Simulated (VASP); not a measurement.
# BN (Imm2) in VASP: further runs, part 2 of 2

VASP 6.6.1.

## 3. Single point, PBE+D3(BJ) (atom 1 (B) moved +0.067 Å towards its neighbour atom 5 (N) at 1.447 Å)

File INCAR:

```
SYSTEM = BN
ALGO     = Normal         ! electronic algorithm
EDIFF    = 1E-7           ! SCF threshold, eV
ENCUT    = 520            ! plane-wave cutoff, eV
GGA      = PE             ! functional
ISIF     = 2              ! what is computed and relaxed
ISMEAR   = 0              ! smearing method
IVDW     = 12             ! dispersion correction
LASPH    = .True.         ! aspherical terms in the spheres
LCHARG   = .False.        ! write CHGCAR
LREAL    = .False.        ! projectors in reciprocal space
LWAVE    = .False.        ! write WAVECAR
NBANDS   = 26             ! bands
NELM     = 100            ! most SCF steps
PREC     = Accurate       ! precision mode
SIGMA    = 0.05           ! smearing width, eV
```

File KPOINTS:

```
k-points
0
Gamma
  6 6 6
  0 0 0
```

File POSCAR:

```
BN
1.0
    0.0000000000      0.0000000000      4.3376638211
    2.5076849351      3.3394821895      2.1688319106
   -2.5076849351      3.3394821895      2.1688319106
B N
4 4
Direct
    0.4847299329      0.7500000000      0.2500000000
    0.5001068737      0.2500000000      0.7500000000
    0.0001068737      0.5000000000      0.5000000000
    0.0001068737      1.0000000000      0.0000000000
    0.1665931163      0.7500000000      0.2500000000
    0.1665931163      0.2500000000      0.7500000000
    0.6665931163      0.5000000000      0.5000000000
    0.6665931163      0.0000000000      0.0000000000
```

Potentials or basis: VASP PAW PBE potentials, release 64 (B, N).

On the command line:

```bash
$ cat potpaw_PBE.64/B/POTCAR potpaw_PBE.64/N/POTCAR > POTCAR
$ mpirun -np 1 vasp_std > vasp.out
```

OUTCAR:

```text
SYSTEM = BN
   EDIFF = 1E-7
   ENCUT = 520
   GGA = PE
   ISIF = 2
   ISMEAR = 0
   IVDW = 12
   LASPH = .True.
   LREAL = .False.
   NELM = 100
   PREC = Accurate
 IVDW          = 12

 ion  position               nearest neighbor table
   1  0.485  0.750  0.250-   5 1.38   7 1.48   8 1.48
   2  0.500  0.250  0.750-   6 1.45   8 1.45   7 1.45
   3  0.000  0.500  0.500-   7 1.45   6 1.45   5 1.45
   4  0.000  0.000  0.000-   8 1.45   5 1.45   6 1.45
   5  0.167  0.750  0.250-   1 1.38   4 1.45   3 1.45
   6  0.167  0.250  0.750-   2 1.45   3 1.45   4 1.45
   7  0.667  0.500  0.500-   3 1.45   2 1.45   1 1.48
   8  0.667  0.000  0.000-   4 1.45   2 1.45   1 1.48

  LATTYP: Found a body centered orthorhombic cell.
 ALAT       =     4.3376638211
 B/A-ratio  =     1.1562375687
 C/A-ratio  =     1.5397607225

  Lattice vectors:

 A1 = (  -2.5076849351,  -3.3394821895,  -2.1688319106)
 A2 = (   2.5076849351,  -3.3394821895,   2.1688319105)
 A3 = (  -2.5076849351,   3.3394821895,   2.1688319106)

Analysis of symmetry for initial positions (statically):
[... 194 lines left out ...]
 k-point     1 :       0.0000    0.0000    0.0000
  band No.  band energies     occupation
      1     -15.5808      2.00000
      2     -12.6371      2.00000
      3     -12.2308      2.00000
      4     -12.2200      2.00000
      5      -6.5500      2.00000
      6      -5.4928      2.00000
[... 685 lines left out ...]
     25      14.0435      0.00000
     26      15.1458      0.00000

 [... further k-points ...]

------------------------ aborting loop because EDIFF is reached ----------------------------------------

 Edisp (eV)   -1.11983

 E8    (eV) :    -0.3279

  FORCE on cell =-STRESS in cart. coord.  units (eV):
  Direction    XX          YY          ZZ          XY          YZ          ZX
  --------------------------------------------------------------------------------------
  -------------------------------------------------------------------------------------
  Total      -0.53938    -0.07098     1.33710     0.00000    -0.00000    -0.00000
  in kB     -11.89514    -1.56538    29.48737     0.00000    -0.00000    -0.00000
  external pressure =        5.34 kB  Pullay stress =        0.00 kB

 VOLUME and BASIS-vectors are now :
 -----------------------------------------------------------------------------
  energy-cutoff  :      520.00
  volume of cell :       72.65
      direct lattice vectors                 reciprocal lattice vectors
     0.000000000  0.000000000  4.337663821     0.000000000 -0.149723811  0.230538843
     2.507684935  3.339482189  2.168831911     0.199387089  0.149723811  0.000000000
    -2.507684935  3.339482189  2.168831911    -0.199387089  0.149723811  0.000000000

 POSITION                                       TOTAL-FORCE (eV/Angst)
 -----------------------------------------------------------------------------------
      1.25384      3.33948      4.27143         0.000000     -0.000000      3.608041
     -1.25384      3.33948      4.33813         0.000000      0.000000      0.277320
      0.00000      3.33948      2.16930        -0.133361     -0.000000     -0.404372
      0.00000      0.00000      0.00046         0.133361     -0.000000     -0.404372
      1.25384      3.33948      2.89146         0.000000     -0.000000     -1.738567
     -1.25384      3.33948      2.89146         0.000000     -0.000000     -0.093838
      0.00000      3.33948      5.06029         0.397088     -0.000000     -0.622106
      0.00000      0.00000      2.89146        -0.397088     -0.000000     -0.622106
 -----------------------------------------------------------------------------------
    total drift:                               -0.000000     -0.000013     -0.000156

  FREE ENERGIE OF THE ION-ELECTRON SYSTEM (eV)
  ---------------------------------------------------
  free  energy   TOTEN  =       -71.3063119871 eV

  energy  without entropy=      -71.3063119871  energy(sigma->0) =      -71.30631199
```

OSZICAR:

```text
N       E                     dE             d eps       ncg     rms          rms(c)
DAV:   1     0.130322963936E+03    0.13032E+03   -0.16395E+04  2392   0.116E+03
DAV:   2    -0.675847068024E+02   -0.19791E+03   -0.18588E+03  3184   0.271E+02
DAV:   3    -0.772201570077E+02   -0.96355E+01   -0.95648E+01  3238   0.590E+01
DAV:   4    -0.773246117988E+02   -0.10445E+00   -0.10437E+00  3014   0.682E+00
DAV:   5    -0.773261152477E+02   -0.15034E-02   -0.15030E-02  3200   0.798E-01    0.159E+01
DAV:   6    -0.709080795390E+02    0.64180E+01   -0.14462E+01  2764   0.216E+01    0.715E+00
DAV:   7    -0.703449387712E+02    0.56314E+00   -0.10975E+00  3070   0.594E+00    0.444E+00
DAV:   8    -0.701895021517E+02    0.15544E+00   -0.51507E-01  3086   0.379E+00    0.558E-01
DAV:   9    -0.701844862651E+02    0.50159E-02   -0.27172E-02  2972   0.102E+00    0.294E-01
DAV:  10    -0.701862934423E+02   -0.18072E-02   -0.22680E-03  2948   0.293E-01    0.522E-02
DAV:  11    -0.701864542851E+02   -0.16084E-03   -0.22187E-04  3022   0.917E-02    0.359E-02
DAV:  12    -0.701864827095E+02   -0.28424E-04   -0.56385E-05  2818   0.441E-02    0.469E-03
DAV:  13    -0.701864835613E+02   -0.85182E-06   -0.25217E-06  3132   0.111E-02    0.170E-03
DAV:  14    -0.701864836998E+02   -0.13856E-06   -0.23921E-07  2714   0.315E-03    0.750E-04
DAV:  15    -0.701864837244E+02   -0.24584E-07   -0.27410E-08  1878   0.127E-03
   1 F= -.71306312E+02 E0= -.71306312E+02  d E =-.949761E-15
```

Wall time 39 s (1 thread of Intel Xeon 6975P-C (Granite Rapids), shared host); peak memory 0.22 GiB.

Results:

* Free energy: -71.3063 eV
* Pressure: 0.5 GPa
* Largest force: 3.608 eV/Å
* Band gap on the k mesh: 3.47 eV
* Dispersion energy per atom: -0.140 eV

Forces in eV/Å, atoms in the order of the input:
```
B    0.000  0.000  3.608
B    0.000  0.000  0.277
B   -0.133  0.000 -0.404
B    0.133  0.000 -0.404
N    0.000  0.000 -1.739
N    0.000  0.000 -0.094
N    0.397  0.000 -0.622
N   -0.397  0.000 -0.622
```

Caveat: the cell differs from its parent crystal (atom 1 (B) moved +0.067 Å towards its neighbour atom 5 (N) at 1.447 Å); forces of over 1 eV/Å act on the atoms, so gaps and moduli don't describe the material at rest. A k mesh can miss the band edges.

## 4. Single point, PBE+D3(BJ) (atom 1 (B) moved +0.100 Å towards its neighbour atom 5 (N) at 1.447 Å)

File INCAR:

```
SYSTEM = BN
PREC = Accurate
ENCUT = 520
EDIFF = 1E-6
ISMEAR = 0
SIGMA = 0.05
LREAL = .False.
LASPH = .True.
NELM = 60
ALGO = Normal
ISIF = 2
LWAVE = .False.
LCHARG = .True.
GGA = PE
IVDW = 12
LELF = .True.
LVHAR = .True.
NBANDS = 26
```

File KPOINTS:

```
Automatic mesh
0
Gamma
  6 6 6
  0 0 0
```

Changes to POSCAR since step 3:

```diff
@@ -8,3 +8,3 @@
 Direct
-    0.4847299329      0.7500000000      0.2500000000
+    0.4770529894      0.7500000000      0.2500000000
     0.5001068737      0.2500000000      0.7500000000
```

On the command line:

```bash
$ cat potpaw_PBE.64/B/POTCAR potpaw_PBE.64/N/POTCAR > POTCAR
$ mpirun -np 1 vasp_std > vasp.out
```

Run time: 39 s. Hardware: 1 thread of Intel Xeon 6975P-C (Granite Rapids), shared host; peak memory 0.22 GiB.

Results (log left out):

```yaml
Free_energy: -71.1517 eV
Pressure: 1.2 GPa
Largest_force: 5.717 eV/Å
Band_gap_on_the_k_mesh: 3.41 eV
Dispersion_energy_per_atom: -0.140 eV
```

Forces on the atoms (eV/Å):
```
B    0.000  0.000  5.717
B    0.000  0.000  0.418
B   -0.212  0.000 -0.614
B    0.212  0.000 -0.614
N    0.000  0.000 -2.958
N    0.000  0.000 -0.137
N    0.543  0.000 -0.906
N   -0.543  0.000 -0.906
```

Stress tensor (GPa, compression positive):
```
-1.53  0.00  0.00
 0.00 -0.16  0.00
 0.00  0.00  5.19
```

Levels at points of the mesh, in eV from the valence-band top:
```
           k point  band 13  band 14  band 15  band 16  band 17  band 18  band 19  band 20
(0.00, 0.00, 0.00)    -1.77    -1.75    -1.53    -1.17     3.41     5.01     5.90     6.16
(0.50, 0.00, 0.00)    -3.34    -2.57    -1.35    -0.95     4.46     4.74     7.88     7.94
(0.00, 0.50, 0.00)    -3.48    -3.04    -0.37    -0.31     4.35     4.55     8.08     8.12
(0.50, 0.50, 0.00)    -3.76    -3.46    -2.06    -1.80     7.02     7.20     7.44     7.58
(0.00, 0.50, 0.50)    -1.21    -1.08    -0.63    -0.34     5.31     5.55     5.74     9.33
```

Caveat: the cell differs from its parent crystal (atom 1 (B) moved +0.100 Å towards its neighbour atom 5 (N) at 1.447 Å); forces of over 1 eV/Å act on the atoms, so gaps and moduli don't describe the material at rest. A k mesh can miss the band edges.

## 5. Single point, PBE+D3(BJ) (atom 1 (B) moved +0.033 Å towards its neighbour atom 5 (N) at 1.447 Å)

File INCAR:

```
PREC = Accurate
ENCUT = 520
EDIFF = 1E-6
ISMEAR = 0
SIGMA = 0.05
LREAL = F
LASPH = T
NELM = 60
ALGO = Normal
ISIF = 2
LWAVE = F
LCHARG = T
GGA = PE
IVDW = 12
LELF = T
LVHAR = T
NBANDS = 26
```

File KPOINTS:

```
regular mesh
0
Gamma
  6 6 6
```

Changes to POSCAR since step 4:

```diff
@@ -8,3 +8,3 @@
 Direct
-    0.4770529894      0.7500000000      0.2500000000
+    0.4924299302      0.7500000000      0.2500000000
     0.5001068737      0.2500000000      0.7500000000
```

On the command line:

```bash
$ cat potpaw_PBE.64/B/POTCAR potpaw_PBE.64/N/POTCAR > POTCAR
$ mpirun -np 1 vasp_std > vasp.out
```

Run time: 37 s. Hardware: 1 thread of Intel Xeon 6975P-C (Granite Rapids), shared host; peak memory 0.22 GiB.

The run converged. Its results:

- Free energy: -71.3946 eV
- Pressure: 0.2 GPa
- Largest force: 1.710 eV/Å
- Band gap on the k mesh: 3.54 eV
- Dispersion energy per atom: -0.140 eV

Forces in eV/Å, atoms in the order of the input:
```
B    0.000  0.000  1.710
B    0.000  0.000  0.138
B   -0.063  0.000 -0.199
B    0.063  0.000 -0.199
N    0.000  0.000 -0.764
N    0.000  0.000 -0.048
N    0.216  0.000 -0.318
N   -0.216  0.000 -0.318
```

Stress tensor (GPa, compression positive):
```
-0.62  0.00  0.00
 0.00 -0.14  0.00
 0.00  0.00  1.31
```

Levels at points of the mesh, in eV from the valence-band top:
```csv
k point,band 12,band 13,band 14,band 15,band 16,band 17,band 18,band 19,band 20,band 21
"(0.00, 0.00, 0.00)",-1.92,-1.81,-1.62,-1.58,-1.38,3.54,5.03,5.92,6.00,9.75
"(0.50, 0.00, 0.00)",-3.79,-3.18,-2.93,-1.16,-1.03,4.51,4.60,7.95,7.96,9.64
"(0.00, 0.50, 0.00)",-4.09,-3.23,-3.08,-0.36,-0.34,4.49,4.56,8.09,8.11,10.98
"(0.50, 0.50, 0.00)",-4.27,-3.61,-3.52,-1.97,-1.88,7.15,7.20,7.45,7.51,8.15
"(0.00, 0.50, 0.50)",-1.57,-1.42,-0.85,-0.71,-0.41,5.35,5.43,5.86,9.33,10.00
```

Caveat: the cell differs from its parent crystal (atom 1 (B) moved +0.033 Å towards its neighbour atom 5 (N) at 1.447 Å); forces of over 1 eV/Å act on the atoms, so gaps and moduli don't describe the material at rest.

## 6. Overview

```tsv
cell	gap on the mesh (eV)	pressure (GPa)	largest force (eV/Å)
as given, atomic positions A	3.76	0.5	2.96
as given, atomic positions B	3.47	0.5	3.61
as given, atomic positions C	3.41	1.2	5.72
as given, atomic positions D	3.54	0.2	1.71
```

Alike in all rows: task single point; level PBE+D3(BJ); potentials or basis VASP PAW PBE potentials, release 64 (B, N); no spin polarisation; k mesh 6 × 6 × 6; cutoff (eV) 520; smearing gaussian 0.05 eV.

Caveats: forces of over 1 eV/Å act on the atoms, so gaps and moduli don't describe the material at rest.

Absolute energies hang on the potentials; compare differences alone.
